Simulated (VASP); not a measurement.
Wanted: the native input for a VASP 6.6.1 run.

```
Task                   : single point
Functional             : PBEsol
Potentials or basis    : VASP PAW PBE potentials, release 64 (Ta_pv)
Cutoff                 : 520 eV
k mesh                 : 22 × 22 × 22
Occupations            : gaussian, width 0.15 eV
Spin                   : no spin polarisation
Dipole correction      : no
Further INCAR settings : ALGO = Fast; EDIFF = 1e-07; NBANDS = 12
```

The structure of Ta lies in POSCAR:

```
Ta
1.0
   -1.5605177533      1.5605177533      1.8120732151
    1.5605177533     -1.5605177533      1.8120732151
    1.5605177533      1.5605177533     -1.8120732151
Ta
1
Direct
    0.0000000000      0.0000000000      0.0000000000
```

These files were run (other wordings do the same):

INCAR

```
SYSTEM = Ta
ALGO = Fast
EDIFF = 1E-7
ENCUT = 520
GGA = PS
ISIF = 2
ISMEAR = 0
LASPH = .True.
LCHARG = .False.
LREAL = .False.
LWAVE = .False.
NBANDS = 12
NELM = 100
PREC = Accurate
SIGMA = 0.15
```

KPOINTS

```
k-points
0
Gamma
  22 22 22
  0 0 0
```

Potentials or basis: VASP PAW PBE potentials, release 64 (Ta_pv).

Launch:

```sh
$ cat potpaw_PBE.64/Ta_pv/POTCAR > POTCAR
$ mpirun -np 1 vasp_std > vasp.out
```

Results of the run:

The pressure is 2.5 GPa and the band gap on the k mesh is zero (an odd number of electrons rules out a gap without spin polarisation).

Caveat: the stress differs along the axes, from -7 to 8 GPa; the PAW data sets were made with another functional, which shifts forces and pressure a little; spin-orbit coupling is left out, which moves the levels of the heavy elements.

Wall time 3 min on 1 thread of Intel Xeon 8259CL, with other jobs on the host, peak memory 0.29 GiB.
